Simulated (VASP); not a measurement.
Al2Cu, 12 atoms in the cell. Symmetry: I4/mcm, No. 140, tetragonal system. The conventional cell has a = 6.098 Å, b = 6.098 Å, c = 4.736 Å, α = 90.00°, β = 90.00°, γ = 90.00°. Al (site symmetry m2m) has 4 Cu at 2.59 Å and 11 Al at 2.71 to 3.25 Å within 3.4 Å. Cu (site symmetry 422) has 2 Cu at 2.37 Å and 8 Al at 2.59 Å within 3.1 Å.  This cell differs from its parent crystal: uniaxial strain along c: -3.0 %.

| Property | Result |
| --- | --- |
| Program | VASP 6.6.1 |
| Task | single point |
| Functional | PBE |
| Potentials or basis | VASP PAW PBE potentials, release 64 (Al, Cu) |
| Cutoff | 520 eV |
| k mesh | 6 × 6 × 8 |
| Occupations | gaussian, width 0.1 eV |
| Spin | no spin polarisation |
| Dipole correction | no |
| Further INCAR settings | ALGO = Fast; EDIFF = 1e-07; NBANDS = 46 |

Potentials or basis: VASP PAW PBE potentials, release 64 (Al, Cu).

Command:

```bash
$ cat potpaw_PBE.64/Al/POTCAR potpaw_PBE.64/Cu/POTCAR > POTCAR
$ mpirun -np 1 vasp_std > vasp.out
```

Hardware: 1 thread of Intel Xeon 8259CL, on a shared host.

Task: Estimate the wall time of this run.

Result: It took 16 min on 1 thread of Intel Xeon 8259CL, with other jobs on the host, peak memory 0.43 GiB. Counts: scf iterations 19, k points 50.
